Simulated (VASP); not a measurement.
# Sc2TiTe3 (P-3m1) in VASP: notebook, part 2 of 2

VASP 6.6.1.

## (4) Relaxation of cell and atoms, PBE

This run uses another cell than the first one, of 26.47 Å³/atom.

File INCAR:

```
SYSTEM = Sc2TiTe3
PREC = Accurate
ENCUT = 600
EDIFF = 1E-6
ISMEAR = 0
SIGMA = 0.1
LREAL = .False.
LASPH = .True.
NELM = 60
ALGO = Normal
ISIF = 3
LWAVE = .False.
LCHARG = .False.
GGA = PE
IBRION = 2
NSW = 90
EDIFFG = -0.04
```

File KPOINTS:

```
Automatic mesh
0
Gamma
  6 6 2
  0 0 0
```

File POSCAR:

```
Sc2TiTe3
1.0
    4.2043670700      0.0000000000      0.0000000000
   -2.1021835300      3.6410886900      0.0000000000
    0.0000000000      0.0000000000     10.3735769900
Sc Ti Te
2 1 3
Direct
    0.3333333300      0.6666666700      0.8219813200
    0.6666666700      0.3333333300      0.1780186800
    0.0000000000      0.0000000000      0.5000000000
    0.6666666700      0.3333333300      0.6439626300
    0.0000000000      0.0000000000      0.0000000000
    0.3333333300      0.6666666700      0.3560373700
```

Potentials or basis: VASP PAW PBE potentials, release 64 (Sc_sv, Ti_sv, Te).

Run with:

```console
$ cat potpaw_PBE.64/Sc_sv/POTCAR potpaw_PBE.64/Ti_sv/POTCAR potpaw_PBE.64/Te/POTCAR > POTCAR
$ mpirun -np 1 vasp_std > vasp.out
```

OUTCAR:

```text
SYSTEM = Sc2TiTe3
   PREC = Accurate
   ENCUT = 600
   EDIFF = 1E-6
   ISMEAR = 0
   LREAL = .False.
   LASPH = .True.
   NELM = 60
   ISIF = 3
   GGA = PE
   IBRION = 2
   NSW = 90
   EDIFFG = -0.04

 ion  position               nearest neighbor table
   1  0.333  0.667  0.822-   5 3.05   5 3.05   5 3.05   4 3.05   4 3.05   4 3.05
   2  0.667  0.333  0.178-   5 3.05   5 3.05   5 3.05   6 3.05   6 3.05   6 3.05
   3  0.000  0.000  0.500-   4 2.85   6 2.85   6 2.85   4 2.85   4 2.85   6 2.85
   4  0.667  0.333  0.644-   3 2.85   3 2.85   3 2.85   1 3.05   1 3.05   1 3.05
   5  0.000  0.000  0.000-   1 3.05   2 3.05   1 3.05   2 3.05   2 3.05   1 3.05
   6  0.333  0.667  0.356-   3 2.85   3 2.85   3 2.85   2 3.05   2 3.05   2 3.05

  LATTYP: Found a hexagonal cell.
 ALAT       =     4.2043670700
 C/A-ratio  =     2.4673338025

  Lattice vectors:

[... 775 lines left out ...]

  energy  without entropy=      -34.6752953614  energy(sigma->0) =      -34.69803277

[... ionic steps 4 to 8 ...]

--------------------------------------- Ionic step        9  -------------------------------------------

 number of electron      51.9999999 magnetization

------------------------ aborting loop because EDIFF is reached ----------------------------------------
[... 75 lines left out ...]
--------------------------------------- Ionic step       11  -------------------------------------------

 number of electron      51.9999994 magnetization

 Free energy of the ion-electron system (eV)
  ---------------------------------------------------
  ext. energy  EPLUGINS =         0.00000000
  ---------------------------------------------------
  free energy    TOTEN  =       -34.78187568 eV

  energy without entropy =      -34.73724777  energy(sigma->0) =      -34.75956173

 E-fermi :   7.9389     XC(G=0): -10.1610

 val. band max:        7.8839723133   @ k =   0.3333   0.3333   0.0000
 cond. band min:       7.9399368961   @ k =   0.3333   0.1667   0.5000
 fundamental gap:      0.0559645828
 Fermi energy:         7.9389341648

 k-point     1 :       0.0000    0.0000    0.0000
  band No.  band energies     occupation
      1     -49.8210      2.00000
      2     -42.7518      2.00000
      3     -42.7509      2.00000
      4     -26.1251      2.00000
      5     -26.1251      2.00000
      6     -26.1091      2.00000
[... 498 lines left out ...]
  FREE ENERGIE OF THE ION-ELECTRON SYSTEM (eV)
  ---------------------------------------------------
  free  energy   TOTEN  =       -34.7818756849 eV

  energy  without entropy=      -34.7372477708  energy(sigma->0) =      -34.75956173

 reached required accuracy - stopping structural energy minimisation
```

Wall time 17 min (1 thread of AMD EPYC 9755, shared host); peak memory 0.37 GiB.

Results:

- Free energy: -34.7819 eV
- Relaxed volume: 24.62 Å³/atom
- Relaxed cell: a = 4.138 Å, b = 4.138 Å, c = 9.961 Å, α = 90.00°, β = 90.00°, γ = 120.00°
- Space group after relaxing (to 0.1 Å): P-3m1 (No. 164)
- Energy gained by relaxing: 40.5 meV/atom
- Ionic steps: 11
- Pressure after relaxing: 0.0 GPa
- Largest force after relaxing: 0.025 eV/Å
- Band gap on the k mesh: zero (bands 26 and 27 overlap by 0.59 eV)

Forces on the atoms (eV/Å):
```
Sc   0.000  0.000  0.008
Sc   0.000  0.000 -0.008
Ti   0.000  0.000  0.000
Te   0.000  0.000  0.025
Te   0.000  0.000  0.000
Te   0.000  0.000 -0.025
```

Stress tensor (GPa, compression positive):
```
-0.03  0.00  0.00
 0.00 -0.03  0.00
 0.00  0.00  0.08
```

Step by step:
| step | energy change (eV) | largest force (eV/Å) | pressure (GPa) | volume (Å³) |
| --- | --- | --- | --- | --- |
| 1 | 0.0000 | 0.7692 | -3.91 | 158.80 |
| 2 | -0.1731 | 0.6641 | 1.79 | 144.41 |
| 3 | -0.1820 | 0.6917 | 0.62 | 146.82 |
| 4 | -0.2229 | 0.3524 | 0.40 | 147.03 |
| 5 | -0.2377 | 0.1336 | 0.25 | 147.27 |
| 6 | -0.2378 | 0.1267 | 0.26 | 147.26 |
| 7 | -0.2399 | 0.0899 | -0.22 | 148.27 |
| 8 | -0.2399 | 0.0874 | -0.24 | 148.34 |
| 9 | -0.2419 | 0.0533 | -0.12 | 148.02 |
| 10 | -0.2428 | 0.0493 | 0.03 | 147.62 |
| 11 | -0.2431 | 0.0251 | 0.01 | 147.71 |

Final structure:
```xyz
6
Lattice="4.1381 0.0000 0.0000 -2.0690 3.5837 0.0000 0.0000 0.0000 9.9606" Properties=species:S:1:pos:R:3 pbc="T T T"
Sc    0.0000    2.3891    8.2060
Sc    2.0690    1.1946    1.7546
Ti   -2.0690    3.5837    4.9803
Te    2.0690    1.1946    6.5253
Te    0.0000    0.0000    0.0000
Te    0.0000    2.3891    3.4354
```

Levels at points of the mesh, in eV from the Fermi level:
```csv
k point,band 24,band 25,band 26,band 27,band 28,band 29
"(0.00, 0.00, 0.00)",-1.54,-0.60,-0.60,-0.42,-0.14,-0.14
"(0.50, 0.00, 0.00)",-3.27,-1.76,0.14,0.21,0.26,0.33
"(0.00, 0.00, 0.50)",-2.55,-0.50,-0.50,-0.18,0.05,0.05
"(0.50, 0.00, 0.50)",-3.38,-1.12,-0.74,0.25,0.34,0.80
```

Caveat: spin-orbit coupling is left out, which moves the levels of the heavy elements.

## (5) Single point, PBE, collinear spin

File INCAR:

```
SYSTEM = Sc2TiTe3
PREC = Accurate
ENCUT = 520
EDIFF = 1E-6
ISMEAR = 0
SIGMA = 0.1
LREAL = .False.
LASPH = .True.
NELM = 150
ALGO = Normal
ISIF = 2
LWAVE = .False.
LCHARG = .False.
ISPIN = 2
MAGMOM = 1 1 1 0 0 0
LORBIT = 11
LMAXMIX = 4
GGA = PE
NBANDS = 39
```

KPOINTS is that of step 4.

File POSCAR:

```
Sc2TiTe3
1.0
    4.1262473938      0.0000000000      0.0000000000
   -2.0631236969      3.5734350653      0.0000000000
    0.0000000000      0.0000000000     10.0033162809
Sc Ti Te
2 1 3
Direct
    0.3333333333      0.6666666667      0.8248562454
    0.6666666667      0.3333333333      0.1751437546
    0.0000000000      0.0000000000      0.5000000000
    0.6666666667      0.3333333333      0.6557701054
    0.0000000000      0.0000000000      0.0000000000
    0.3333333333      0.6666666667      0.3442298946
```

Run with:

```console
$ cat potpaw_PBE.64/Sc_sv/POTCAR potpaw_PBE.64/Ti_sv/POTCAR potpaw_PBE.64/Te/POTCAR > POTCAR
$ mpirun -np 1 vasp_std > vasp.out
```

It took 4 min on 1 thread of AMD EPYC 9755, shared host; peak memory 0.37 GiB.

The run converged. Its results:

```
Free energy                                           : -34.8426 eV
Pressure                                              : 1.0 GPa
Largest force                                         : 0.082 eV/Å
Net moment                                            : 1.47 μB per cell
Site moments                                          : Sc -0.02; Ti +1.22; Te -0.01, +0.00 (each value once) μB
Valence electrons inside the program's atomic spheres : Sc 9.37; Ti 10.22; Te 3.52, 3.51 (each value once)
```

Forces in eV/Å, atoms in the order of the input:
```
Sc   0.000  0.000  0.082
Sc   0.000  0.000 -0.082
Ti   0.000  0.000  0.000
Te   0.000  0.000  0.036
Te   0.000  0.000  0.000
Te   0.000  0.000 -0.036
```

Stress tensor (GPa, compression positive):
```
1.15 0.00 0.00
0.00 1.15 0.00
0.00 0.00 0.61
```

Levels at points of the mesh, in eV from the Fermi level:
Spin up:
```tsv
k point	band 24	band 25	band 26	band 27	band 28	band 29	band 30	band 31
(0.00, 0.00, 0.00)	-1.51	-0.76	-0.76	-0.63	-0.13	-0.13	0.27	0.33
(0.50, 0.00, 0.00)	-3.26	-1.84	-0.02	0.03	0.07	0.29	0.45	1.03
(0.00, 0.00, 0.50)	-2.47	-0.68	-0.68	-0.41	0.09	0.09	0.13	0.83
(0.50, 0.00, 0.50)	-3.36	-1.27	-0.72	0.03	0.07	0.78	0.79	1.01
```
Spin down:
```
           k point  band 23  band 24  band 25  band 26  band 27  band 28
(0.00, 0.00, 0.00)    -1.61    -1.51    -0.19    -0.19    -0.16     0.10
(0.50, 0.00, 0.00)    -3.30    -3.22    -1.54     0.25     0.65     0.66
(0.00, 0.00, 0.50)    -2.46    -2.46     0.05     0.05     0.08     0.11
(0.50, 0.00, 0.50)    -3.51    -3.32    -0.76    -0.70     1.04     1.05
```

Caveat: spin-orbit coupling is left out, which moves the levels of the heavy elements.

## (6) The runs side by side

```tsv
task	spin	cell	cutoff (eV)	gap on the mesh (eV)	pressure (GPa)	largest force (eV/Å)
single point	off	a = 4.126, b = 4.126, c = 10.003 Å, angles 90.0, 90.0, 120.0°, 6 atoms, atomic positions A	520	none	0.0	0.01
single point	off	a = 4.204, b = 4.204, c = 10.374 Å, angles 90.0, 90.0, 120.0°, 6 atoms, atomic positions B	520	none	-3.9	0.77
relaxation of cell and atoms	off	relaxed from a = 4.204, b = 4.204, c = 10.374 Å, angles 90.0, 90.0, 120.0°, 6 atoms, atomic positions B	600	none	0.0	0.03
single point	collinear	a = 4.126, b = 4.126, c = 10.003 Å, angles 90.0, 90.0, 120.0°, 6 atoms, atomic positions A	520	none	1.0	0.08
```

Alike in all rows: level PBE; potentials or basis VASP PAW PBE potentials, release 64 (Sc_sv, Ti_sv, Te); k mesh 6 × 6 × 2; smearing gaussian 0.1 eV.

Caveats: spin-orbit coupling is left out, which moves the levels of the heavy elements; the cell stands under tension (at least some runs).

Absolute energies hang on the potentials; compare differences alone.

The gap in the log of VASP goes by the Fermi energy; the results here count the filled bands.